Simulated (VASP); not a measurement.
Input of a VASP 6.6.1 run:

Contents of INCAR:

```
SYSTEM = BeS
  ALGO = Normal
  EDIFF = 1E-6
  ENCUT = 520
  GGA = PE
  ISIF = 2
  ISMEAR = 0
  LASPH = .TRUE.
  LCHARG = .FALSE.
  LREAL = .FALSE.
  LWAVE = .FALSE.
  NBANDS = 11
  NELM = 60
  PREC = Accurate
  SIGMA = 0.01
```

The input KPOINTS:

```
k-points
0
G
  6 6 6
  0 0 0
```

POSCAR

```
BeS
1.0
    0.0000000000      2.4343066372      2.4343066372
    2.4343066372      0.0000000000      2.4343066372
    2.4343066372      2.4343066372      0.0000000000
Be S
1 1
Direct
    0.0000000000      0.0000000000      0.0000000000
    0.2500000000      0.2500000000      0.2500000000
```

Potentials or basis: VASP PAW PBE potentials, release 64 (Be, S).

Run with:

```console
$ cat potpaw_PBE.64/Be/POTCAR potpaw_PBE.64/S/POTCAR > POTCAR
$ mpirun -np 1 vasp_std > vasp.out
```

Task: What does it give for the pressure?

Result: 0.5 GPa.

Task: What does it give for the band gap on the k mesh?

Result: 3.14 eV, indirect (least direct gap 5.67 eV).

A k mesh can miss the band edges. A hybrid or GW would open this gap; PBE tends to underestimate it.
